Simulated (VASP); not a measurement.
# LiNbO3 (R-3c) in VASP: single point with r2SCAN

Aim: the single point of LiNbO3 with r2SCAN.

Program: VASP 6.6.1. These are calculated values, not measurements. Logs are shortened: lines on timing, memory, paths and dates and some standing lists are left out, and cuts for length are marked.

### 1 The cell of the first run

The structure is trigonal, space group R-3c (No. 167). Conventional cell: a = 5.373 Å, b = 5.373 Å, c = 14.020 Å, α = 90.00°, β = 90.00°, γ = 120.00°. Within 2.8 Å of Li (site symmetry 32) lie 3 O at 2.14 Å. Within 2.7 Å of Nb (site symmetry -3) lie 6 O at 2.02 Å. Within 2.7 Å of O (site symmetry 2) lie 2 Nb at 2.02 Å and 1 Li at 2.14 Å.

### 2 Single point, r2SCAN (volume scaled by 1.10, then relaxed in part)

Contents of POSCAR:

```
LiNbO3
1.0
    2.6865522239      1.5510816496      4.6734723067
   -2.6865522239      1.5510816496      4.6734723067
    0.0000000000     -3.1021632993      4.6734723067
Li Nb O
2 2 6
Direct
    0.2500000000      0.2500000000      0.2500000000
    0.7500000000      0.7500000000      0.7500000000
    0.0000000000      0.0000000000      0.0000000000
    0.5000000000      0.5000000000      0.5000000000
    0.1487342015      0.3512657985      0.7500000000
    0.7500000000      0.1487342015      0.3512657985
    0.3512657985      0.7500000000      0.1487342015
    0.2500000000      0.8512657985      0.6487342015
    0.8512657985      0.6487342015      0.2500000000
    0.6487342015      0.2500000000      0.8512657985
```

Contents of INCAR.step1:

```
ALGO = Normal
EDIFF = 1E-4
ENCUT = 520
GGA = PE
ISMEAR = 0
LASPH = T
LCHARG = F
LREAL = F
LWAVE = T
NBANDS = 45
NELM = 60
PREC = Accurate
SIGMA = 0.02
```

Contents of INCAR.step2:

```
ALGO = Normal
EDIFF = 1E-7
ENCUT = 520
ISIF = 2
ISMEAR = 0
ISTART = 1
LASPH = T
LCHARG = F
LMIXTAU = T
LREAL = F
LWAVE = F
METAGGA = R2SCAN
NBANDS = 45
NELM = 60
PREC = Accurate
SIGMA = 0.02
```

Contents of KPOINTS:

```
k-points
0
Gamma
  6 6 6
```

Potentials or basis: VASP PAW PBE potentials, release 64 (Li_sv, Nb_sv, O).

Command:

```
cat potpaw_PBE.64/Li_sv/POTCAR potpaw_PBE.64/Nb_sv/POTCAR potpaw_PBE.64/O/POTCAR > POTCAR
cp INCAR.step1 INCAR
mpirun -np 1 vasp_std > vasp.out
cp INCAR.step2 INCAR
mpirun -np 1 vasp_std > vasp.out
```

OUTCAR:

```text
EDIFF = 1E-7
   ENCUT = 520
   ISIF = 2
   ISMEAR = 0
   ISTART = 1
   LASPH = T
   LREAL = F
   METAGGA = R2SCAN
   NELM = 60
   PREC = Accurate

 ion  position               nearest neighbor table
   1  0.250  0.250  0.250-   8 2.14  10 2.14   9 2.14
   2  0.750  0.750  0.750-   6 2.14   7 2.14   5 2.14
   3  0.000  0.000  0.000-   5 2.02   9 2.02   8 2.02   6 2.02   7 2.02  10 2.02
   4  0.500  0.500  0.500-   5 2.02   9 2.02   7 2.02  10 2.02   6 2.02   8 2.02
   5  0.149  0.351  0.750-   3 2.02   4 2.02   2 2.14
   6  0.750  0.149  0.351-   3 2.02   4 2.02   2 2.14
   7  0.351  0.750  0.149-   4 2.02   3 2.02   2 2.14
   8  0.250  0.851  0.649-   3 2.02   4 2.02   1 2.14
   9  0.851  0.649  0.250-   3 2.02   4 2.02   1 2.14
  10  0.649  0.250  0.851-   4 2.02   3 2.02   1 2.14

  LATTYP: Found a trigonal (rhomboedric) cell.
 ALAT       =     5.6093458208
 COS(alpha) =     0.5412288078

  Lattice vectors:

 A1 = (   2.6865522239,   1.5510816496,   4.6734723067)
 A2 = (  -2.6865522239,   1.5510816496,   4.6734723067)
 A3 = (   0.0000000000,  -3.1021632993,   4.6734723067)

Analysis of symmetry for initial positions (statically):
=====================================================================
 Subroutine PRICEL returns:
 Original cell was already a primitive cell.

 Routine SETGRP: Setting up the symmetry group for a
 trigonal (rhombohedral) supercell.

 Subroutine GETGRP returns: Found 12 space group operations
 (whereof  6 operations were pure point group operations)
 out of a pool of 12 trial point group operations.

The static configuration has the point symmetry S_6 .
 The point group associated with its full space group is D_3d.

Analysis of symmetry for dynamics (positions and initial velocities):
=====================================================================
 Subroutine PRICEL returns:
 Original cell was already a primitive cell.

 Routine SETGRP: Setting up the symmetry group for a
 trigonal (rhombohedral) supercell.

 Subroutine GETGRP returns: Found 12 space group operations
 (whereof  6 operations were pure point group operations)
 out of a pool of 12 trial point group operations.

The dynamic configuration has the point symmetry S_6 .
 The point group associated with its full space group is D_3d.

 Subroutine INISYM returns: Found 12 space group operations
 (whereof  6 operations are pure point group operations),
 and found     1 'primitive' translations

----------------------------------------------------------------------------------------

                                     Primitive cell

  volume of cell :     116.8479

  direct lattice vectors                    reciprocal lattice vectors
     2.686552224  1.551081650  4.673472307     0.186112146  0.107451898  0.071324555
    -2.686552224  1.551081650  4.673472307    -0.186112146  0.107451898  0.071324555
     0.000000000 -3.102163299  4.673472307     0.000000000 -0.214903795  0.071324555

  length of vectors
     5.609345821  5.609345821  5.609345821     0.226430637  0.226430637  0.226430637

  position of ions in fractional coordinates (direct lattice)
     0.250000000  0.250000000  0.250000000
     0.750000000  0.750000000  0.750000000
     0.000000000  0.000000000  0.000000000
     0.500000000  0.500000000  0.500000000
     0.148734201  0.351265799  0.750000000
     0.750000000  0.148734201  0.351265799
     0.351265799  0.750000000  0.148734201
     0.250000000  0.851265799  0.648734201
     0.851265799  0.648734201  0.250000000
     0.648734201  0.250000000  0.851265799

  ion indices of the primitive-cell ions
   primitive index   ion index
                 1           1
                 2           2
                 3           3
                 4           4
                 5           5
                 6           6
                 7           7
                 8           8
                 9           9
                10          10

----------------------------------------------------------------------------------------

 KPOINTS: k-points

Automatic generation of k-mesh.
 Grid dimensions read from file:
 generate k-points for:    6    6    6

 Generating k-lattice:

  Cartesian coordinates                     Fractional coordinates (reciprocal lattice)
     0.031018691  0.017908650  0.011887426     0.166666667  0.000000000 -0.000000000
    -0.031018691  0.017908650  0.011887426     0.000000000  0.166666667 -0.000000000
     0.000000000 -0.035817299  0.011887426     0.000000000  0.000000000  0.166666667

  Length of vectors
     0.037738440  0.037738440  0.037738440

  Shift w.r.t. Gamma in fractional coordinates (k-lattice)
     0.000000000  0.000000000  0.000000000

 Subroutine IBZKPT returns following result:
 ===========================================

 Found     32 irreducible k-points:

 Following reciprocal coordinates:
            Coordinates               Weight
  0.000000  0.000000  0.000000      1.000000
  0.166667 -0.000000 -0.000000      6.000000
  0.333333  0.000000 -0.000000      6.000000
  0.500000 -0.000000 -0.000000      3.000000
  0.166667  0.166667 -0.000000      6.000000
  0.333333  0.166667  0.000000     12.000000
[... 16 lines left out ...]
  0.500000  0.500000  0.166667      6.000000
 -0.333333  0.500000  0.166667     12.000000
 [... further k-points ...]
   k-points           NKPTS =     32   k-points in BZ     NKDIM =     32   number of bands    NBANDS=     45
   number of dos      NEDOS =    301   number of ions     NIONS =     10
   total plane-waves  NPLWV =  74088
   dimension x,y,z NGX =    42 NGY =   42 NGZ =   42
   dimension x,y,z NGXF=    84 NGYF=   84 NGZF=   84
   ions per type =               2   2   6
   NGX,Y,Z   is equivalent  to a cutoff of  12.45, 12.45, 12.45 a.u.
   NGXF,Y,Z  is equivalent  to a cutoff of  24.90, 24.90, 24.90 a.u.
 SYSTEM =  unknown system
   PREC   = accura    normal or accurate (medium, high low for compatibility)
   ISTART =      1    job   : 0-new  1-cont  2-samecut
   ICHARG =      0    charge: 1-file 2-atom 10-const
   ISPIN  =      1    spin polarized calculation?
   LNONCOLLINEAR =      F non collinear calculations
   LSORBIT =      F    spin-orbit coupling
   LASPH  =      T    aspherical Exc in radial PAW
   ENCUT  =  520.0 eV  38.22 Ry    6.18 a.u.  10.43 10.43 10.43*2*pi/ulx,y,z
   NELM   =     60;   NELMIN=  2; NELMDL=  0     # of ELM steps
   EDIFF  = 0.1E-06   stopping-criterion for ELM
   LREAL  =      F    real-space projection
   EDIFFG = 0.1E-05   stopping-criterion for IOM
   NSW    =      0    number of steps for IOM
   IBRION =     -1    ionic relax: 0-MD 1-quasi-New 2-CG
   NFREE  =      0    steps in history (QN), initial steepest desc. (CG)
   ISIF   =      2    stress and relaxation
   ISYM   =      2    0-nonsym 1-usesym 2-fastsym
   POTIM  = 0.5000    time-step for ionic-motion
   TEBEG  =    0.0;   TEEND  =   0.0 temperature during run
   PSTRESS=    0.0 pullay stress
   NELECT =      68.0000    total number of electrons
   NUPDOWN=      -1.0000    fix difference up-down
   EMIN   =  10.00;   EMAX   =-10.00  energy-range for DOS
   EFERMI =   0.00;   METHOD = LEGACY
   ISMEAR =     0;   SIGMA  =   0.02  broadening in eV -4-tet -1-fermi 0-gaus
   EFERMI_NEDOS =   21; number of points for ismear=-14 and -15
   IALGO  =     38    algorithm
   IMIX   =      4    mixing-type and parameters
     AMIX     =   0.40;   BMIX     =  1.00
     AMIX_MAG =   1.60;   BMIX_MAG =  1.00
  volume/ion in A,a.u.               =      11.68        78.85
  Fermi-wavevector in a.u.,A,eV,Ry     =   1.366798  2.582873 25.417526  1.868135
  Thomas-Fermi vector in A             =   2.492906
   LORBIT       =      0    0 simple, 1 ext, 2 COOP (PROOUT), +10 PAW based schemes
   METAGGA = R2SCAN    functional components
   LHFCALC =     F    Hartree Fock is set to
   AEXX    =    0.0000 exact exchange contribution
   IVDW    =     0    specifies the selected vdW correction
   LEPSILON=     F    determine dielectric tensor
   LRPA    =     F    only Hartree local field effects (RPA)
 non-spin polarized calculation
 Gauss-broadening in eV      SIGMA  =   0.02
  energy-cutoff  :      520.00
  volume of cell :      116.85
 maximum number of plane-waves:      3162
 NGX is ok and might be reduce to    42
   NGX = 21   NGY = 21   NGZ = 21

 number of electron      68.0000015 magnetization

 Free energy of the ion-electron system (eV)
  ---------------------------------------------------
  ext. energy  EPLUGINS =         0.00000000
  ---------------------------------------------------
  free energy    TOTEN  =      -117.86624632 eV

  energy without entropy =     -117.86624632  energy(sigma->0) =     -117.86624632

 E-fermi :   2.7873     XC(G=0): -10.9376

 val. band max:        2.6550917759   @ k =  -0.1667   0.1667   0.0000
 cond. band min:       5.2895775641   @ k =   0.5000   0.5000   0.0000
 fundamental gap:      2.6344857882
 Fermi energy:         2.7873343679

 k-point     1 :       0.0000    0.0000    0.0000
  band No.  band energies     occupation
      1     -53.8355      2.00000
      2     -53.8243      2.00000
      3     -42.2054      2.00000
      4     -42.2044      2.00000
      5     -29.2496      2.00000
      6     -29.2496      2.00000
[... 37 lines left out ...]
     44      13.3477      0.00000
     45      13.6396      0.00000

 k-point     2 :       0.1667   -0.0000   -0.0000
  band No.  band energies     occupation
      1     -53.8347      2.00000
      2     -53.8250      2.00000
      3     -42.2054      2.00000
      4     -42.2045      2.00000
      5     -29.2404      2.00000
      6     -29.2401      2.00000
[... 37 lines left out ...]
     44      13.1877      0.00000
     45      13.3182      0.00000

 k-point     3 :       0.3333    0.0000   -0.0000
  band No.  band energies     occupation
      1     -53.8327      2.00000
      2     -53.8271      2.00000
      3     -42.2051      2.00000
      4     -42.2046      2.00000
      5     -29.2148      2.00000
      6     -29.2137      2.00000
[... 37 lines left out ...]
     44      12.4348      0.00000
     45      12.5479      0.00000

 k-point     4 :       0.5000   -0.0000   -0.0000
  band No.  band energies     occupation
      1     -53.8299      2.00000
      2     -53.8299      2.00000
      3     -42.2049      2.00000
      4     -42.2049      2.00000
      5     -29.1785      2.00000
      6     -29.1785      2.00000
[... 901 lines left out ...]
     44      12.0586      0.00000
     45      12.8235      0.00000

 k-point    23 :       0.5000    0.5000    0.1667
  band No.  band energies     occupation
      1     -53.8315      2.00000
      2     -53.8282      2.00000
      3     -42.2050      2.00000
      4     -42.2047      2.00000
      5     -29.2466      2.00000
      6     -29.2449      2.00000
[... 37 lines left out ...]
     44      12.3758      0.00000
     45      12.7785      0.00000

 k-point    24 :      -0.3333    0.5000    0.1667
  band No.  band energies     occupation
      1     -53.8308      2.00000
      2     -53.8289      2.00000
      3     -42.2050      2.00000
      4     -42.2048      2.00000
      5     -29.2558      2.00000
      6     -29.2530      2.00000
[... 37 lines left out ...]
     44      12.5617      0.00000
     45      12.8161      0.00000

 [... further k-points ...]

------------------------ aborting loop because EDIFF is reached ----------------------------------------

  FORCE on cell =-STRESS in cart. coord.  units (eV):
  Direction    XX          YY          ZZ          XY          YZ          ZX
  --------------------------------------------------------------------------------------
  -------------------------------------------------------------------------------------
  Total       -8.8608882     -8.8608882     -8.7557852      0.0000000      0.0000000      0.0000000
  in kB     -121.4973955   -121.4973955   -120.0562601      0.0000000      0.0000000      0.0000000
  external PRESSURE =    -121.0170170 kB  Pullay stress =       0.0000000 kB

 VOLUME and BASIS-vectors are now :
 -----------------------------------------------------------------------------
  energy-cutoff  :      520.00
  volume of cell :      116.85
      direct lattice vectors                 reciprocal lattice vectors
     2.686552224  1.551081650  4.673472307     0.186112146  0.107451898  0.071324555
    -2.686552224  1.551081650  4.673472307    -0.186112146  0.107451898  0.071324555
     0.000000000 -3.102163299  4.673472307     0.000000000 -0.214903795  0.071324555

 POSITION                                       TOTAL-FORCE (eV/Angst)
 -----------------------------------------------------------------------------------
      0.00000     -0.00000      3.50510         0.000000      0.000000     -0.000000
      0.00000     -0.00000     10.51531         0.000000     -0.000000     -0.000000
      0.00000      0.00000      0.00000         0.000000      0.000000     -0.000000
      0.00000     -0.00000      7.01021         0.000000      0.000000     -0.000000
     -0.54411     -1.55108      5.84184        -0.023388     -0.000000      0.000000
      1.61533      0.30433      5.84184         0.011694     -0.020254     -0.000000
     -1.07122      1.24676      5.84184         0.011694      0.020254     -0.000000
     -1.61533     -0.30433      8.17858        -0.011694      0.020254     -0.000000
      0.54411      1.55108      8.17858         0.023388     -0.000000      0.000000
      1.07122     -1.24676      8.17858        -0.011694     -0.020254     -0.000000
 -----------------------------------------------------------------------------------
    total drift:                               -0.000000     -0.000000      0.000000

  FREE ENERGIE OF THE ION-ELECTRON SYSTEM (eV)
  ---------------------------------------------------
  free  energy   TOTEN  =      -117.8662463249 eV

  energy  without entropy=     -117.8662463249  energy(sigma->0) =     -117.86624632
```

Run time: 24 min. Hardware: 1 thread of AMD EPYC 7R43 (Zen 3), shared host; peak memory 0.32 GiB.

What came out:

```yaml
Free_energy: -117.8662 eV
Largest_force: 0.023 eV/Å
Band_gap_on_the_k_mesh: 2.63 eV, indirect (least direct gap 2.74 eV)
```

Forces in eV/Å, atoms in the order of the input:
```
Li   0.000  0.000  0.000
Li   0.000  0.000  0.000
Nb   0.000  0.000  0.000
Nb   0.000  0.000  0.000
O   -0.023  0.000  0.000
O    0.012 -0.020  0.000
O    0.012  0.020  0.000
O   -0.012  0.020  0.000
O    0.023  0.000  0.000
O   -0.012 -0.020  0.000
```

Caveat: the cutoff is under 1.25 times the usual one of these potentials, so pressure, stress and relaxed cells hold a basis-set (Pulay) error; the PAW data sets were made with another functional, which shifts forces and pressure a little.
